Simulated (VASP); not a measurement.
A run of VASP 6.6.1 is set up as follows.

POSCAR

```
Mo
1.0
   -1.6148719360      1.6148719360      1.6148719360
    1.6148719360     -1.6148719360      1.6148719360
    1.6148719360      1.6148719360     -1.6148719360
Mo
1
Direct
    0.0000000000      0.0000000000      0.0000000000
```

The input INCAR.step1:

```
SYSTEM = Mo
PREC = Accurate
ENCUT = 520
ISMEAR = -1
SIGMA = 0.05
LREAL = .FALSE.
LASPH = .TRUE.
NELM = 100
NBANDS = 13
GGA = PE
ALGO = Normal
EDIFF = 1E-4
LWAVE = .TRUE.
LCHARG = .FALSE.
```

INCAR.step2

```
SYSTEM = Mo
PREC = Accurate
ENCUT = 520
EDIFF = 1E-8
ISMEAR = -1
SIGMA = 0.05
LREAL = .FALSE.
LASPH = .TRUE.
NELM = 100
ALGO = Normal
ISIF = 2
LWAVE = .FALSE.
LCHARG = .FALSE.
METAGGA = R2SCAN
LMIXTAU = .TRUE.
LEFG = .TRUE.
NBANDS = 13
ISTART = 1
```

Contents of KPOINTS:

```
Automatic mesh
0
G
  15 15 15
  0 0 0
```

Potentials or basis: VASP PAW PBE potentials, release 64 (Mo_sv).

Launch:

```sh
$ cat potpaw_PBE.64/Mo_sv/POTCAR > POTCAR
$ cp INCAR.step1 INCAR
$ mpirun -np 1 vasp_std > vasp.out
$ cp INCAR.step2 INCAR
$ mpirun -np 1 vasp_std > vasp.out
```

Predict the pressure.

-16.6 GPa.

Predict the band gap on the k mesh.

zero (band 7 reaches 14.83 eV, above the bottom of band 8 at 10.09 eV).

Caveat: without QUAD_EFG the Cq values of the log hold for a quadrupole moment of 1 mb, not for the nuclei; the PAW data sets were made with another functional, which shifts forces and pressure a little.
